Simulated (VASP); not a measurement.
# CdS (P3m1) in VASP: single point with r2SCAN

Aim: the single point of CdS with r2SCAN.

Everything below comes from runs of VASP 6.6.1. Logs are shortened: lines on timing, memory, paths and dates and some standing lists are left out, and cuts for length are marked.

## (1) The cell of the first run

It takes space group P3m1 (No. 156, trigonal). The conventional cell has a = 4.261 Å, b = 4.261 Å, c = 5.804 Å, α = 90.00°, β = 90.00°, γ = 120.00°. Cd (site symmetry 3m) has 3 S at 2.46 Å within 3.2 Å. S (site symmetry 3m) has 3 Cd at 2.46 Å within 3.2 Å.

## (2) Single point, r2SCAN

POSCAR

```
CdS
1.0
    4.2611700000      0.0000000000      0.0000000000
   -2.1305850000      3.6902810000      0.0000000000
    0.0000000000      0.0000000000      5.8041730000
Cd S
1 1
Direct
    0.0000000000      0.0000000000      0.4426920000
    0.6666666667      0.3333333333      0.4343080000
```

INCAR.step1

```
SYSTEM = CdS
ALGO = Normal
EDIFF = 1E-4
ENCUT = 520
GGA = PE
ISMEAR = 0
LASPH = .True.
LCHARG = .False.
LREAL = .False.
LWAVE = .True.
NBANDS = 16
NELM = 60
PREC = Accurate
SIGMA = 0.01
```

INCAR.step2

```
SYSTEM = CdS
ALGO = Normal
EDIFF = 1E-6
ENCUT = 520
ISIF = 2
ISMEAR = 0
ISTART = 1
LASPH = .True.
LCHARG = .False.
LMIXTAU = .True.
LREAL = .False.
LWAVE = .False.
METAGGA = R2SCAN
NBANDS = 16
NELM = 60
PREC = Accurate
SIGMA = 0.01
```

KPOINTS

```
k-points
0
Gamma
  6 6 4
  0 0 0
```

Potentials or basis: VASP PAW PBE potentials, release 64 (Cd, S).

Started as:

```bash
$ cat potpaw_PBE.64/Cd/POTCAR potpaw_PBE.64/S/POTCAR > POTCAR
$ cp INCAR.step1 INCAR
$ mpirun -np 1 vasp_std > vasp.out
$ cp INCAR.step2 INCAR
$ mpirun -np 1 vasp_std > vasp.out
```

OUTCAR:

```text
SYSTEM = CdS
   EDIFF = 1E-6
   ENCUT = 520
   ISIF = 2
   ISMEAR = 0
   ISTART = 1
   LASPH = .True.
   LREAL = .False.
   METAGGA = R2SCAN
   NELM = 60
   PREC = Accurate

 ion  position               nearest neighbor table
   1  0.000  0.000  0.443-   2 2.46   2 2.46   2 2.46
   2  0.667  0.333  0.434-   1 2.46   1 2.46   1 2.46

  LATTYP: Found a hexagonal cell.
 ALAT       =     4.2611700000
 C/A-ratio  =     1.3621078248

  Lattice vectors:

 A1 = (   4.2611700000,   0.0000000000,   0.0000000000)
 A2 = (  -2.1305850000,   3.6902810000,   0.0000000000)
 A3 = (   0.0000000000,   0.0000000000,   5.8041730000)

Analysis of symmetry for initial positions (statically):
=====================================================================
 Subroutine PRICEL returns:
 Original cell was already a primitive cell.

 Routine SETGRP: Setting up the symmetry group for a
 hexagonal supercell.

 Subroutine GETGRP returns: Found  6 space group operations
 (whereof  6 operations were pure point group operations)
 out of a pool of 24 trial point group operations.

The static configuration has the point symmetry C_3v.

Analysis of symmetry for dynamics (positions and initial velocities):
=====================================================================
 Subroutine PRICEL returns:
 Original cell was already a primitive cell.

 Routine SETGRP: Setting up the symmetry group for a
 hexagonal supercell.

 Subroutine GETGRP returns: Found  6 space group operations
 (whereof  6 operations were pure point group operations)
 out of a pool of 24 trial point group operations.

The dynamic configuration has the point symmetry C_3v.

 Subroutine INISYM returns: Found  6 space group operations
 (whereof  6 operations are pure point group operations),
 and found     1 'primitive' translations

----------------------------------------------------------------------------------------

                                     Primitive cell

  volume of cell :      91.2701

  direct lattice vectors                    reciprocal lattice vectors
     4.261170000  0.000000000  0.000000000     0.234677330  0.135491037  0.000000000
    -2.130585000  3.690281000  0.000000000     0.000000000  0.270982074  0.000000000
     0.000000000  0.000000000  5.804173000     0.000000000  0.000000000  0.172289834

  length of vectors
     4.261170000  4.261169593  5.804173000     0.270982048  0.270982074  0.172289834

[... 78 lines left out ...]
   NELM   =     60;   NELMIN=  2; NELMDL=  0     # of ELM steps
   EDIFF  = 0.1E-05   stopping-criterion for ELM
   LREAL  =      F    real-space projection
   EDIFFG = 0.1E-04   stopping-criterion for IOM
   NSW    =      0    number of steps for IOM
   IBRION =     -1    ionic relax: 0-MD 1-quasi-New 2-CG
   NFREE  =      0    steps in history (QN), initial steepest desc. (CG)
   ISIF   =      2    stress and relaxation
   ISYM   =      2    0-nonsym 1-usesym 2-fastsym
   POTIM  = 0.5000    time-step for ionic-motion
   TEBEG  =    0.0;   TEEND  =   0.0 temperature during run
   PSTRESS=    0.0 pullay stress
   NELECT =      18.0000    total number of electrons
   NUPDOWN=      -1.0000    fix difference up-down
   EMIN   =  10.00;   EMAX   =-10.00  energy-range for DOS
   EFERMI =   0.00;   METHOD = LEGACY
   ISMEAR =     0;   SIGMA  =   0.01  broadening in eV -4-tet -1-fermi 0-gaus
   EFERMI_NEDOS =   21; number of points for ismear=-14 and -15
   IALGO  =     38    algorithm
   IMIX   =      4    mixing-type and parameters
     AMIX     =   0.40;   BMIX     =  1.00
     AMIX_MAG =   1.60;   BMIX_MAG =  1.00
  volume/ion in A,a.u.               =      45.64       307.96
  Fermi-wavevector in a.u.,A,eV,Ry     =   0.952919  1.800756 12.354841  0.908055
  Thomas-Fermi vector in A             =   2.081527
   LORBIT       =      0    0 simple, 1 ext, 2 COOP (PROOUT), +10 PAW based schemes
   METAGGA = R2SCAN    functional components
   LHFCALC =     F    Hartree Fock is set to
   AEXX    =    0.0000 exact exchange contribution
   IVDW    =     0    specifies the selected vdW correction
   LEPSILON=     F    determine dielectric tensor
   LRPA    =     F    only Hartree local field effects (RPA)
 non-spin polarized calculation
 Gauss-broadening in eV      SIGMA  =   0.01
  energy-cutoff  :      520.00
  volume of cell :       91.27
 maximum number of plane-waves:      2490
   NGX = 15   NGY = 15   NGZ = 21

 number of electron      18.0000002 magnetization

 Free energy of the ion-electron system (eV)
  ---------------------------------------------------
  ext. energy  EPLUGINS =         0.00000000
  ---------------------------------------------------
  free energy    TOTEN  =       -29.02443720 eV

  energy without entropy =      -29.02443720  energy(sigma->0) =      -29.02443720

 E-fermi :  -2.2961     XC(G=0):  -6.4647

 val. band max:       -2.3398431021   @ k =   0.0000   0.0000   0.5000
 cond. band min:      -0.4383414411   @ k =   0.0000   0.0000   0.0000
 fundamental gap:      1.9015016610
 Fermi energy:        -2.2960547189

 k-point     1 :       0.0000    0.0000    0.0000
  band No.  band energies     occupation
      1     -14.4572      2.00000
      2     -10.2311      2.00000
      3     -10.2310      2.00000
      4      -9.7130      2.00000
      5      -9.7130      2.00000
      6      -9.5163      2.00000
[... 433 lines left out ...]
      3      -9.8869      2.00000
      4      -9.8203      2.00000
      5      -9.7539      2.00000
      6      -9.1168      2.00000
[... 8 lines left out ...]
     15       7.6063      0.00000
     16       9.1088      0.00000

------------------------ aborting loop because EDIFF is reached ----------------------------------------

  FORCE on cell =-STRESS in cart. coord.  units (eV):
  Direction    XX          YY          ZZ          XY          YZ          ZX
  --------------------------------------------------------------------------------------
  -------------------------------------------------------------------------------------
  Total       -0.5545201     -0.5545200     -0.0484417      0.0000000      0.0000000      0.0000000
  in kB       -9.7341769     -9.7341744     -0.8503573      0.0000000      0.0000000      0.0000000
  external PRESSURE =      -6.7729029 kB  Pullay stress =       0.0000000 kB

 VOLUME and BASIS-vectors are now :
 -----------------------------------------------------------------------------
  energy-cutoff  :      520.00
  volume of cell :       91.27
      direct lattice vectors                 reciprocal lattice vectors
     4.261170000  0.000000000  0.000000000     0.234677330  0.135491037  0.000000000
    -2.130585000  3.690281000  0.000000000     0.000000000  0.270982074  0.000000000
     0.000000000  0.000000000  5.804173000     0.000000000  0.000000000  0.172289834

 POSITION                                       TOTAL-FORCE (eV/Angst)
 -----------------------------------------------------------------------------------
      0.00000      0.00000      2.56946        -0.000000     -0.000000     -0.012935
      2.13059      1.23009      2.52080         0.000000      0.000000      0.012935
 -----------------------------------------------------------------------------------
    total drift:                                0.000007      0.000001      0.000119

  FREE ENERGIE OF THE ION-ELECTRON SYSTEM (eV)
  ---------------------------------------------------
  free  energy   TOTEN  =       -29.0244372048 eV

  energy  without entropy=      -29.0244372047  energy(sigma->0) =      -29.02443720
```

OUTCAR.step1:

```text
SYSTEM = CdS
   EDIFF = 1E-4
   ENCUT = 520
   GGA = PE
   ISMEAR = 0
   LASPH = .True.
   LREAL = .False.
[... 674 lines left out ...]
      0.00000      0.00000      2.56946        -0.000000      0.000000     -0.002186
      2.13059      1.23009      2.52080         0.000000      0.000000      0.002186
 -----------------------------------------------------------------------------------
    total drift:                                0.000001      0.000004      0.000099

  FREE ENERGIE OF THE ION-ELECTRON SYSTEM (eV)
  ---------------------------------------------------
  free  energy   TOTEN  =        -5.6467570922 eV

  energy  without entropy=       -5.6467570922  energy(sigma->0) =       -5.64675709
```

It took 75 s on 1 thread of AMD EPYC 9R45 (Zen 5), shared host; peak memory 0.2 GiB.

Results:

```
Free energy            : -29.0244 eV
Pressure               : -0.7 GPa
Largest force          : 0.013 eV/Å
Band gap on the k mesh : 1.90 eV, indirect (the least direct gap lies 4.4 meV higher)
```

Forces on the atoms (eV/Å):
```
Cd   0.000  0.000 -0.013
S    0.000  0.000  0.013
```

Caveat: the PAW data sets were made with another functional, which shifts forces and pressure a little.
